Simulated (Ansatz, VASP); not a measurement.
# Zr in VASP and in Ansatz

```
Zr
1.0
     3.23200    0.00000    0.00000
    -1.61600    2.79899    0.00000
     0.00000    0.00000    5.14700
Zr
2
Cartesian
  1.5928 0.9479 3.8560
  0.0189 1.9105 1.2588
```

Change from the starting cell: atoms moved at random, drawn with an rms of 0.05 Å.

Alike in both runs: task single point; functional PBEsol; k mesh 9 × 9 × 5; occupations fermi-dirac, width 0.05 eV; no spin polarisation.

|  | VASP | Ansatz |
| --- | --- | --- |
| version | VASP 6.6.1 | Ansatz 0.2.0 |
| potentials or method | VASP PAW PBE potentials, release 64 (Zr_sv), cutoff 520 eV | all-electron LAPW, scalar-relativistic |

VASP gave:

```
gap on the k mesh at the Fermi level (eV)                     : none
pressure (GPa)                                                : -3.2
traceless stress, the component that is largest in VASP (GPa) : 0.58
rms of the force components (eV/Å)                            : 0.056
```

What did Ansatz give for the same quantities?

gap on the k mesh at the Fermi level (eV): none; pressure (GPa): -3.3; traceless stress, the component that is largest in VASP (GPa): 0.58; rms of the force components (eV/Å): 0.056.

VASP's potentials were made for PBE, not for PBEsol. Atom by atom the forces differ by 0.000 eV/Å (rms over components). A gap of «none» marks a metal or a gap that the smearing closes. Ansatz ran all-electron here, and VASP with PAW potentials.
